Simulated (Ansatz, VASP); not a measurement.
## Ag3Hg4Sb: VASP beside Ansatz

The input POSCAR:

```
Ag3Hg4Sb
1.0
    0.0000000000      5.8076960000      0.0000000000
    5.8076960000      0.0000000000      0.0000000000
    2.9038480000      2.9038480000     -5.7975160000
Hg Sb Ag
4 1 3
Direct
    0.6168500000      0.6168500000      0.2578400000
    0.3831500000      0.8746900000      0.7421600000
    0.1253100000      0.1253100000      0.2578400000
    0.8746900000      0.3831500000      0.7421600000
    0.0000000000      0.0000000000      0.0000000000
    0.2500000000      0.7500000000      0.5000000000
    0.7500000000      0.2500000000      0.5000000000
    0.5000000000      0.5000000000      0.0000000000
```

File INCAR.step1:

```
  PREC = Accurate
  ENCUT = 520
  ISMEAR = -1
  SIGMA = 0.0144
  LREAL = False
  LASPH = True
  NELM = 80
  NBANDS = 53
  GGA = PE
  ALGO = Normal
  EDIFF = 1E-4
  LWAVE = True
  LCHARG = False
```

INCAR.step2

```
  PREC = Accurate
  ENCUT = 520
  EDIFF = 1E-6
  ISMEAR = -1
  SIGMA = 0.0144
  LREAL = False
  LASPH = True
  NELM = 80
  ALGO = Normal
  ISIF = 2
  LWAVE = False
  LCHARG = True
  METAGGA = R2SCAN
  LMIXTAU = True
  LELF = True
  LVHAR = True
  NBANDS = 53
  ISTART = 1
```

KPOINTS

```
regular mesh
0
Gamma
  5 5 5
```

Input for Ansatz:

```yaml
crystal:
  lattice:
    - [0.0, 5.807696, 0.0]
    - [5.807696, 0.0, 0.0]
    - [2.903848, 2.903848, -5.797516]
  atoms:
    - { symbol: Hg, position: [0.61685, 0.61685, 0.25784] }
    - { symbol: Hg, position: [0.38315, 0.87469, 0.74216] }
    - { symbol: Hg, position: [0.12531, 0.12531, 0.25784] }
    - { symbol: Hg, position: [0.87469, 0.38315, 0.74216] }
    - { symbol: Sb, position: [0.0, 0.0, 0.0] }
    - { symbol: Ag, position: [0.25, 0.75, 0.5] }
    - { symbol: Ag, position: [0.75, 0.25, 0.5] }
    - { symbol: Ag, position: [0.5, 0.5, 0.0] }
  symmetry: { tolerance: 0.0003 }
kpoints:
  mp_grid: { grid: [5, 5, 5], shift: [0, 0, 0] }
  band_path:
    path:
      - [0.0, 0.0, 0.0]
      - [0.5, 0.5, 0.5]
      - [0.5, 0.5, 0.25]
      - [0.0, 0.5, 0.0]
      - [0.0, 0.0, 0.0]
      - [0.0, 0.0, -0.5]
      - [0.0, 0.37456063, -0.31271968]
    npoints: 8
magnetization:
  spin_polarized: false
scf:
  occupations: { method: fermi_dirac, width: 0.0144 }
  lower_state_search: "off"
  max_iter: 200
hamiltonian:
  pseudopotentials: { kind: paw }
  xc: r2scan
basis:
  ecutwfc: 500
  fft_grid_basis: typed
output:
  forces: true
  stress: true
  eigenvalues: true
  bader: true
  populations: true
  elf: true
  write_potential: true
  volumetric_format: npy
  dos:
    e_range: [-12, 8]
    de: 0.05
    projected: { site_lists: { Ag: [Ag], Hg: [Hg], Sb: [Sb] } }
checkpoint:
  read: saved_state
```

Alike in both runs: task single point; functional r2SCAN; k mesh 5 × 5 × 5; occupations fermi-dirac, width 0.0144 eV; no spin polarisation.

|  | VASP | Ansatz |
| --- | --- | --- |
| version | VASP 6.6.1 | Ansatz 0.2.0 |
| potentials or method | VASP PAW PBE potentials, release 64 (Hg, Sb, Ag), cutoff 520 eV | PAW plane waves |
| valence electrons in the cell | 86 | 152 |

|  | VASP | Ansatz | Ansatz less VASP |
| --- | --- | --- | --- |
| pressure (GPa) | 21.8 | 20.9 | -0.90 |
| traceless stress, the component that is largest in VASP (GPa) | 0.24 | 0.25 | +0.012 |
| rms of the force components (eV/Å) | 0.083 | 0.088 | +0.0050 |

VASP's potentials were made for PBE, not for r2SCAN. Atom by atom the forces differ by 0.029 eV/Å (rms over components). VASP's potentials hold 86 valence electrons a cell and Ansatz's 152, so a difference there can come from the potentials and not from the codes.

Neither program's run includes spin-orbit coupling.
